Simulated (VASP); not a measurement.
Here is a VASP 6.6.1 calculation.

The input INCAR:

```
PREC = Accurate
ENCUT = 600
EDIFF = 1E-8
ISMEAR = -1
SIGMA = 0.05
LREAL = False
LASPH = True
NELM = 60
ALGO = Normal
ISIF = 3
LWAVE = False
LCHARG = False
GGA = CA
IBRION = 6
NFREE = 2
POTIM = 0.015
NSW = 1
```

KPOINTS

```
Automatic mesh
0
Gamma
  6 6 6
```

POSCAR

```
Sb
1.0
    2.1542000000      1.2437279499      3.7580000000
   -2.1542000000      1.2437279499      3.7580000000
    0.0000000000     -2.4874558998      3.7580000000
Sb
2
Direct
    0.7665100000      0.7665100000      0.7665100000
    0.2334900000      0.2334900000      0.2334900000
```

Potentials or basis: VASP PAW LDA potentials, release 64 (Sb).

Run with:

```bash
$ cat potpaw_LDA.64/Sb/POTCAR > POTCAR
$ mpirun -np 1 vasp_std > vasp.out
```

(1) Estimate the Voigt bulk modulus.

(2) What does it give for the highest phonon frequency at Γ?

Answers

(1) 43 GPa.

(2) 150 cm⁻¹.
